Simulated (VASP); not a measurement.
Yb, 1 atom in the cell. It takes space group Fm-3m (No. 225, cubic). The conventional cell has a = 4.120 Å, b = 4.120 Å, c = 4.120 Å, α = 90.00°, β = 90.00°, γ = 90.00°. Yb (site symmetry m-3m) has 12 Yb at 2.91 Å within 3.8 Å. 

```yaml
Program: VASP 6.6.1
Task: single point
Functional: PBEsol
Potentials_or_basis: VASP PAW PBE potentials, release 64 (Yb)
Cutoff: 600 eV
k_mesh: 6 × 6 × 6
Occupations: methfessel-paxton, width 0.1 eV
Spin: no spin polarisation
Dipole_correction: no
Further_INCAR_settings: ALGO = Normal; EDIFF = 1e-06; NBANDS = 18
```

Potentials or basis: VASP PAW PBE potentials, release 64 (Yb).

The run is started by

```bash
$ cat potpaw_PBE.64/Yb/POTCAR > POTCAR
$ mpirun -np 1 vasp_std > vasp.out
```

Hardware: 1 thread of AMD EPYC 7R13 Processor (Zen 3), with other jobs on the host.

Estimate the wall time of this run.

Wall time 16 s on 1 thread of AMD EPYC 7R13 Processor (Zen 3), on a shared host, peak memory 0.12 GiB. Counts: scf iterations 21, k points 16.
